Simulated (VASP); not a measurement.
CaO:

```
Ca O
1.0
     2.90321    0.00000    0.00000
     0.00000    2.90321    0.00000
     0.00000    0.00000    2.90321
Ca O
1 1
Direct
  0.00000 0.00000 0.00000
  0.50000 0.50000 0.50000
```

Base run:

* Program: VASP 6.6.1
* Functional: r2SCAN
* Potentials or basis: VASP PAW PBE potentials, release 64 (Ca_sv, O)
* Cutoff: 520 eV
* k mesh: 8 × 8 × 8
* Occupations: gaussian, width 0.01 eV
* Spin: no spin polarisation

Its results: band gap on the k mesh 3.28 eV, indirect (least direct gap 3.58 eV); pressure 1.0 GPa.

**Question.** The run is repeated on the same cell with these changes: functional from r2SCAN to PBE; further incar settings from ALGO = Normal; EDIFF = 1e-07; NBANDS = 15 to ALGO = Normal; EDIFF = 1e-06; NBANDS = 15. What comes out?

**Answer.** Band gap on the k mesh 2.76 eV, indirect (least direct gap 3.06 eV); pressure 4.3 GPa.

Caveats: the PAW data sets were made with another functional, which shifts forces and pressure a little (some runs).

A k mesh can miss the band edges.
